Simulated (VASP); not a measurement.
Input of a VASP 6.6.1 run:

The input INCAR:

```
SYSTEM = TiSi
PREC     = Accurate       ! precision mode
ENCUT    = 520            ! plane-wave cutoff, eV
EDIFF    = 1E-6           ! SCF threshold, eV
ISMEAR   = 0              ! smearing method
SIGMA    = 0.15           ! smearing width, eV
LREAL    = .FALSE.        ! projectors in reciprocal space
LASPH    = .TRUE.         ! aspherical terms in the spheres
NELM     = 100            ! most SCF steps
ALGO     = Normal         ! electronic algorithm
ISIF     = 2              ! what is computed and relaxed
LWAVE    = .FALSE.        ! write WAVECAR
LCHARG   = .FALSE.        ! write CHGCAR
GGA      = PS             ! functional
NBANDS   = 15             ! bands
```

The input KPOINTS:

```
Automatic mesh
0
G
  18 18 12
  0 0 0
```

Contents of POSCAR:

```
TiSi
1.0
    1.8161780000     -2.1176240000      0.0000000000
    1.8161780000      2.1176240000      0.0000000000
    0.0000000000      0.0000000000      3.8039340000
Ti Si
1 1
Direct
    0.5000000000      0.5000000000      0.0000000000
    0.0000000000      0.0000000000      0.5000000000
```

Potentials or basis: VASP PAW PBE potentials, release 64 (Ti_sv, Si).

Command:

```console
$ cat potpaw_PBE.64/Ti_sv/POTCAR potpaw_PBE.64/Si/POTCAR > POTCAR
$ mpirun -np 1 vasp_std > vasp.out
```

(1) Estimate the pressure.

(2) Predict the band gap on the k mesh.

## Answers

(1) -4.3 GPa.

(2) zero (bands 8 and 9 overlap by 1.57 eV).

Caveat: the cell stands under tension; the PAW data sets were made with another functional, which shifts forces and pressure a little.
